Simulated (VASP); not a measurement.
Here is a VASP 6.6.1 calculation.

The input INCAR:

```
SYSTEM = I
  PREC = Accurate
  ENCUT = 520
  EDIFF = 1E-7
  ISMEAR = -1
  SIGMA = 0.05
  LREAL = .FALSE.
  LASPH = .TRUE.
  NELM = 60
  ALGO = Normal
  ISIF = 2
  LWAVE = .FALSE.
  LCHARG = .TRUE.
  GGA = CA
  LELF = .TRUE.
  LVHAR = .TRUE.
  NBANDS = 10
```

KPOINTS

```
Automatic mesh
0
G
  12 12 12
  0 0 0
```

POSCAR

```
I
1.0
    0.0000000000      2.3656004428      3.9098401324
    2.1922454667      0.0000000000      3.9098401324
    2.1922454667      2.3656004428      0.0000000000
I
1
Direct
    0.0000000000      0.0000000000      0.0000000000
```

Potentials or basis: VASP PAW LDA potentials, release 64 (I).

Command:

```sh
$ cat potpaw_LDA.64/I/POTCAR > POTCAR
$ mpirun -np 1 vasp_std > vasp.out
```

Q: Predict the pressure.

A: -2.1 GPa.

Stress tensor (GPa, compression positive):
```
-2.49  0.00  0.00
 0.00 -2.93  0.00
 0.00  0.00 -1.03
```

Caveat: an odd number of electrons without spin polarisation forces a metal; a magnetic or distorted state may lie lower.
